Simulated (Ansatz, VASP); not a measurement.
**SrTiO3 in VASP and in Ansatz**

```
Sr Ti O
1.0
     3.90685    0.00000    0.00000
     0.00000    3.90685    0.00000
     0.00000    0.00000    4.06313
Sr Ti O
1 1 3
Direct
  0.00000 0.00000 0.00000
  0.50000 0.50000 0.50000
  0.50000 0.50000 0.00000
  0.50000 0.00000 0.50000
  0.00000 0.50000 0.50000
```

Change from the starting cell: uniaxial_z strain +4.0%.

Alike in both runs: task single point; functional PBE; k mesh 6 × 6 × 6; occupations fermi-dirac, width 0.02 eV; no spin polarisation.

|  | VASP | Ansatz |
| --- | --- | --- |
| version | VASP 6.6.1 | Ansatz 0.2.0 |
| potentials or method | VASP PAW PBE potentials, release 64 (Sr_sv, Ti_sv, O) | plane waves, PAW |
| plane-wave cutoff (eV) | 520 | 420 |
| valence electrons in the cell | 40 | 40 |

```csv
,VASP,Ansatz,Ansatz less VASP
gap on the k mesh at the Fermi level (eV),1.70,1.74,+0.031
pressure (GPa),-1.8,-2.3,-0.58
"traceless stress, the component that is largest in VASP (GPa)",-5.00,-4.91,+0.093
```
